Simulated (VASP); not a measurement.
# Ti (P2_1/m) in VASP: single point with PBE

Aim: the single point of Ti with PBE.

Program: VASP 6.6.1. These are calculated values, not measurements. Logs are shortened: lines on timing, memory, paths and dates and some standing lists are left out, and cuts for length are marked.

## Step 1: The cell of the first run

It takes space group P2_1/m (No. 11, monoclinic). The conventional cell has a = 2.938 Å, b = 4.651 Å, c = 2.938 Å, α = 90.00°, β = 120.00°, γ = 90.00°. Within 3.6 Å of Ti (site symmetry m) lie 12 Ti at 2.77 to 3.06 Å.

## Step 2: Single point, PBE (atoms displaced along a vibrational mode)

INCAR reads:

```
SYSTEM = Ti
ALGO = Fast
EDIFF = 1E-6
ENCUT = 520
GGA = PE
ISIF = 2
ISMEAR = 0
LASPH = .TRUE.
LCHARG = .TRUE.
LELF = .TRUE.
LREAL = .FALSE.
LVHAR = .TRUE.
LWAVE = .FALSE.
NBANDS = 19
NELM = 60
PREC = Accurate
SIGMA = 0.15
```

KPOINTS reads:

```
k-points
0
G
  24 24 14
  0 0 0
```

POSCAR reads:

```
Ti
1.0
    2.9384580613      0.0000000000      0.0000000000
   -1.4692290306      2.5447793290      0.0000000000
    0.0000000000      0.0000000000      4.6506340146
Ti
2
Direct
    0.3902690654      0.7083465153      0.2500000000
    0.6097309346      0.2916534847      0.7500000000
```

Potentials or basis: VASP PAW PBE potentials, release 64 (Ti_sv).

Launch:

```sh
$ cat potpaw_PBE.64/Ti_sv/POTCAR > POTCAR
$ mpirun -np 1 vasp_std > vasp.out
```

OUTCAR:

```text
SYSTEM = Ti
   EDIFF = 1E-6
   ENCUT = 520
   GGA = PE
   ISIF = 2
   ISMEAR = 0
   LASPH = .TRUE.
   LREAL = .FALSE.
   NELM = 60
   PREC = Accurate

 ion  position               nearest neighbor table
   1  0.390  0.708  0.250-   2 2.77   2 2.77   2 2.85   2 2.85
   2  0.610  0.292  0.750-   1 2.77   1 2.77   1 2.85   1 2.85

  LATTYP: Found a hexagonal cell.
 ALAT       =     2.9384580613
 C/A-ratio  =     1.5826783699

  Lattice vectors:

 A1 = (   2.9384580613,   0.0000000000,   0.0000000000)
 A2 = (  -1.4692290306,   2.5447793290,   0.0000000000)
 A3 = (   0.0000000000,   0.0000000000,   4.6506340146)

Analysis of symmetry for initial positions (statically):
=====================================================================
 Subroutine PRICEL returns:
 Original cell was already a primitive cell.

 Routine SETGRP: Setting up the symmetry group for a
 hexagonal supercell.

 Subroutine GETGRP returns: Found  4 space group operations
 (whereof  2 operations were pure point group operations)
 out of a pool of 24 trial point group operations.

The static configuration has the point symmetry S_2 .
 The point group associated with its full space group is C_2h.

Analysis of symmetry for dynamics (positions and initial velocities):
=====================================================================
 Subroutine PRICEL returns:
 Original cell was already a primitive cell.

 Routine SETGRP: Setting up the symmetry group for a
 hexagonal supercell.

 Subroutine GETGRP returns: Found  4 space group operations
 (whereof  2 operations were pure point group operations)
 out of a pool of 24 trial point group operations.

The dynamic configuration has the point symmetry S_2 .
 The point group associated with its full space group is C_2h.

 Subroutine INISYM returns: Found  4 space group operations
 (whereof  2 operations are pure point group operations),
 and found     1 'primitive' translations

----------------------------------------------------------------------------------------

                                     Primitive cell

  volume of cell :      34.7762

  direct lattice vectors                    reciprocal lattice vectors
     2.938458061  0.000000000  0.000000000     0.340314539  0.196480691  0.000000000
    -1.469229031  2.544779329  0.000000000     0.000000000  0.392961381  0.000000000
     0.000000000  0.000000000  4.650634015     0.000000000  0.000000000  0.215024445

  length of vectors
     2.938458061  2.938458061  4.650634015     0.392961381  0.392961381  0.215024445

  position of ions in fractional coordinates (direct lattice)
     0.390269065  0.708346515  0.250000000
     0.609730935  0.291653485  0.750000000

  ion indices of the primitive-cell ions
   primitive index   ion index
                 1           1
                 2           2

----------------------------------------------------------------------------------------

 KPOINTS: k-points

Automatic generation of k-mesh.
 Grid dimensions read from file:
 generate k-points for:   24   24   14

 Generating k-lattice:

  Cartesian coordinates                     Fractional coordinates (reciprocal lattice)
     0.014179772  0.008186695  0.000000000     0.041666667 -0.000000000  0.000000000
     0.000000000  0.016373391  0.000000000     0.000000000  0.041666667  0.000000000
     0.000000000  0.000000000  0.015358889     0.000000000  0.000000000  0.071428571

  Length of vectors
     0.016373391  0.016373391  0.015358889

  Shift w.r.t. Gamma in fractional coordinates (k-lattice)
     0.000000000  0.000000000  0.000000000

 Subroutine IBZKPT returns following result:
 ===========================================

 Found   2320 irreducible k-points:

 Following reciprocal coordinates:
            Coordinates               Weight
  0.000000  0.000000  0.000000      1.000000
  0.041667  0.000000  0.000000      2.000000
  0.000000  0.041667  0.000000      2.000000
 -0.041667  0.041667  0.000000      2.000000
  0.083333  0.000000  0.000000      2.000000
  0.000000  0.083333  0.000000      2.000000
[... 16 lines left out ...]
  0.333333 -0.000000  0.000000      2.000000
  0.000000  0.333333  0.000000      2.000000
 [... further k-points ...]
   k-points           NKPTS =   2320   k-points in BZ     NKDIM =   2320   number of bands    NBANDS=     19
   number of dos      NEDOS =    301   number of ions     NIONS =      2
   total plane-waves  NPLWV =  20736
   dimension x,y,z NGX =    24 NGY =   24 NGZ =   36
   dimension x,y,z NGXF=    48 NGYF=   48 NGZF=   72
   ions per type =               2
   NGX,Y,Z   is equivalent  to a cutoff of  13.58, 13.58, 12.87 a.u.
   NGXF,Y,Z  is equivalent  to a cutoff of  27.16, 27.16, 25.74 a.u.
 SYSTEM =  Ti
   PREC   = accura    normal or accurate (medium, high low for compatibility)
   ISTART =      0    job   : 0-new  1-cont  2-samecut
   ICHARG =      2    charge: 1-file 2-atom 10-const
   ISPIN  =      1    spin polarized calculation?
   LNONCOLLINEAR =      F non collinear calculations
   LSORBIT =      F    spin-orbit coupling
   LASPH  =      T    aspherical Exc in radial PAW
   ENCUT  =  520.0 eV  38.22 Ry    6.18 a.u.   5.46  5.46  8.65*2*pi/ulx,y,z
   NELM   =     60;   NELMIN=  2; NELMDL= -5     # of ELM steps
   EDIFF  = 0.1E-05   stopping-criterion for ELM
   LREAL  =      F    real-space projection
   EDIFFG = 0.1E-04   stopping-criterion for IOM
   NSW    =      0    number of steps for IOM
   IBRION =     -1    ionic relax: 0-MD 1-quasi-New 2-CG
   NFREE  =      0    steps in history (QN), initial steepest desc. (CG)
   ISIF   =      2    stress and relaxation
   ISYM   =      2    0-nonsym 1-usesym 2-fastsym
   POTIM  = 0.5000    time-step for ionic-motion
   TEBEG  =    0.0;   TEEND  =   0.0 temperature during run
   PSTRESS=    0.0 pullay stress
   NELECT =      24.0000    total number of electrons
   NUPDOWN=      -1.0000    fix difference up-down
   EMIN   =  10.00;   EMAX   =-10.00  energy-range for DOS
   EFERMI =   0.00;   METHOD = LEGACY
   ISMEAR =     0;   SIGMA  =   0.15  broadening in eV -4-tet -1-fermi 0-gaus
   EFERMI_NEDOS =   21; number of points for ismear=-14 and -15
   IALGO  =     68    algorithm
   IMIX   =      4    mixing-type and parameters
     AMIX     =   0.40;   BMIX     =  1.00
     AMIX_MAG =   1.60;   BMIX_MAG =  1.00
  volume/ion in A,a.u.               =      17.39       117.34
  Fermi-wavevector in a.u.,A,eV,Ry     =   1.446721  2.733905 28.476998  2.093000
  Thomas-Fermi vector in A             =   2.564757
   LORBIT       =      0    0 simple, 1 ext, 2 COOP (PROOUT), +10 PAW based schemes
   GGA     = PE    functional components
   LHFCALC =     F    Hartree Fock is set to
   AEXX    =    0.0000 exact exchange contribution
   IVDW    =     0    specifies the selected vdW correction
   LEPSILON=     F    determine dielectric tensor
   LRPA    =     F    only Hartree local field effects (RPA)
 non-spin polarized calculation
 RMM-DIIS sequential band-by-band and
 Gauss-broadening in eV      SIGMA  =   0.15
  energy-cutoff  :      520.00
  volume of cell :       34.78
 maximum number of plane-waves:       965
 NGX is ok and might be reduce to    24
   NGX = 11   NGY = 11   NGZ = 17

 number of electron      24.0000003 magnetization

 Free energy of the ion-electron system (eV)
  ---------------------------------------------------
  ext. energy  EPLUGINS =         0.00000000
  ---------------------------------------------------
  free energy    TOTEN  =       -15.62491102 eV

  energy without entropy =      -15.59376419  energy(sigma->0) =      -15.60933761

 E-fermi :   8.2542     XC(G=0): -11.4881

 val. band max:        8.2540601732   @ k =  -0.1250   0.2083  -0.3571
 cond. band min:       8.2542493590   @ k =   0.4167   0.1667   0.3571
 fundamental gap:      0.0001891858
 Fermi energy:         8.2542411766

 k-point     1 :       0.0000    0.0000    0.0000
  band No.  band energies     occupation
      1     -48.5225      2.00000
      2     -48.3774      2.00000
      3     -25.1165      2.00000
      4     -24.5117      2.00000
      5     -24.4305      2.00000
      6     -24.4087      2.00000
[... 11 lines left out ...]
     18      10.5644      0.00000
     19      10.9058      0.00000

 k-point     2 :       0.0417    0.0000    0.0000
  band No.  band energies     occupation
      1     -48.5210      2.00000
      2     -48.3765      2.00000
      3     -25.1136      2.00000
      4     -24.5139      2.00000
      5     -24.4405      2.00000
      6     -24.4145      2.00000
[... 11 lines left out ...]
     18      10.5011      0.00000
     19      11.1231      0.00000

 k-point     3 :       0.0000    0.0417    0.0000
  band No.  band energies     occupation
      1     -48.5207      2.00000
      2     -48.3768      2.00000
      3     -25.1122      2.00000
      4     -24.5182      2.00000
      5     -24.4354      2.00000
      6     -24.4096      2.00000
[... 11 lines left out ...]
     18      10.5018      0.00000
     19      10.9779      0.00000

 k-point     4 :      -0.0417    0.0417    0.0000
  band No.  band energies     occupation
      1     -48.5207      2.00000
      2     -48.3768      2.00000
      3     -25.1125      2.00000
      4     -24.5174      2.00000
      5     -24.4352      2.00000
      6     -24.4122      2.00000
[... 407 lines left out ...]
     18      10.9766      0.00000
     19      11.5157      0.00000

 k-point    23 :       0.3333   -0.0000    0.0000
  band No.  band energies     occupation
      1     -48.4532      2.00000
      2     -48.3409      2.00000
      3     -24.9781      2.00000
      4     -24.8289      2.00000
      5     -24.6994      2.00000
      6     -24.6047      2.00000
[... 11 lines left out ...]
     18      11.2591      0.00000
     19      12.0187      0.00000

 k-point    24 :       0.0000    0.3333    0.0000
  band No.  band energies     occupation
      1     -48.4333      2.00000
      2     -48.3604      2.00000
      3     -24.8814      2.00000
      4     -24.8264      2.00000
      5     -24.7262      2.00000
      6     -24.5636      2.00000
[... 11 lines left out ...]
     18      11.2207      0.00000
     19      11.6101      0.00000

 [... further k-points ...]

------------------------ aborting loop because EDIFF is reached ----------------------------------------

  FORCE on cell =-STRESS in cart. coord.  units (eV):
  Direction    XX          YY          ZZ          XY          YZ          ZX
  --------------------------------------------------------------------------------------
  -------------------------------------------------------------------------------------
  Total       -0.7011846      0.3050976      0.0915154     -0.3977142      0.0000000      0.0000000
  in kB      -32.3043635     14.0561902      4.2162163    -18.3231388      0.0000000      0.0000000
  external PRESSURE =      -4.6773190 kB  Pullay stress =       0.0000000 kB

 VOLUME and BASIS-vectors are now :
 -----------------------------------------------------------------------------
  energy-cutoff  :      520.00
  volume of cell :       34.78
      direct lattice vectors                 reciprocal lattice vectors
     2.938458061  0.000000000  0.000000000     0.340314539  0.196480691  0.000000000
    -1.469229031  2.544779329  0.000000000     0.000000000  0.392961381  0.000000000
     0.000000000  0.000000000  4.650634015     0.000000000  0.000000000  0.215024445

 POSITION                                       TOTAL-FORCE (eV/Angst)
 -----------------------------------------------------------------------------------
      0.10607      1.80259      1.16266        -0.231331     -0.261643      0.000000
      1.36316      0.74219      3.48798         0.231331      0.261643      0.000000
 -----------------------------------------------------------------------------------
    total drift:                                0.000000      0.000000     -0.000000

  FREE ENERGIE OF THE ION-ELECTRON SYSTEM (eV)
  ---------------------------------------------------
  free  energy   TOTEN  =       -15.6249110248 eV

  energy  without entropy=      -15.5937641910  energy(sigma->0) =      -15.60933761
```

It took 1.6 h on 1 thread of Oxide Virtual Turin-like, shared host; peak memory 1.1 GiB.

Results:

```
Free energy            : -15.6249 eV
Pressure               : -0.5 GPa
Largest force          : 0.349 eV/Å
Band gap on the k mesh : zero (bands 12 and 13 overlap by 1.17 eV)
```

Forces in eV/Å, atoms in the order of the input:
```
Ti  -0.231 -0.262  0.000
Ti   0.231  0.262  0.000
```

Stress tensor (GPa, compression positive):
```
-3.23 -1.83  0.00
-1.83  1.41  0.00
 0.00  0.00  0.42
```

Levels at points of the mesh, in eV from the Fermi level:
```tsv
k point	band 8	band 9	band 10	band 11	band 12	band 13	band 14	band 15	band 16	band 17
(0.00, 0.00, 0.00)	-32.60	-6.13	-2.60	0.55	0.73	0.86	1.05	1.26	1.42	1.60
(0.50, 0.00, 0.00)	-32.68	-2.54	-2.14	-2.09	-0.42	0.40	1.50	1.63	3.48	3.56
(0.00, 0.50, 0.00)	-32.71	-2.06	-2.05	-1.37	-0.60	0.07	0.77	0.95	3.34	3.40
(0.50, 0.50, 0.00)	-32.71	-2.19	-1.98	-1.61	-0.55	0.42	0.85	0.94	3.28	3.40
(0.00, 0.00, 0.50)	-32.67	-4.27	-4.27	0.13	0.13	0.74	0.74	0.91	0.91	2.65
(0.50, 0.00, 0.50)	-32.78	-2.27	-2.27	-0.97	-0.97	1.30	1.30	1.83	1.83	3.55
(0.00, 0.50, 0.50)	-32.74	-2.55	-2.55	-0.74	-0.74	1.40	1.40	2.00	2.00	3.51
(0.50, 0.50, 0.50)	-32.73	-2.51	-2.51	-0.83	-0.83	1.33	1.33	2.13	2.13	3.52
```

Caveat: the cell differs from its parent crystal (atoms displaced along a vibrational mode).
